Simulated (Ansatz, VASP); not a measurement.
## One calculation of KF, two programs

```
K F
1.0
     0.01679    2.66245    2.66245
     2.66245    0.01679    2.66245
     2.66245    2.66245    0.01679
K F
1 1
Direct
  0.00000 0.00000 0.00000
  0.50000 0.50000 0.50000
```

Change from the starting cell: epitaxial_111 strain -0.5%.

Alike in both runs: task single point; functional PBE; k mesh 8 × 8 × 8; occupations fermi-dirac, width 0.02 eV; no spin polarisation.

|  | VASP | Ansatz |
| --- | --- | --- |
| version | VASP 6.6.1 | Ansatz 0.2.0 |
| potentials or method | VASP PAW PBE potentials, release 64 (K_sv, F) | plane waves, PAW |
| plane-wave cutoff (eV) | 520 | 420 |
| valence electrons in the cell | 16 | 16 |

|  | VASP | Ansatz | Ansatz less VASP |
| --- | --- | --- | --- |
| gap on the k mesh at the Fermi level (eV) | 6.27 | 6.29 | +0.017 |
| pressure (GPa) | 2.2 | 2.1 | -0.06 |
| traceless stress, the component that is largest in VASP (GPa) | -0.08 | -0.08 | -0.001 |
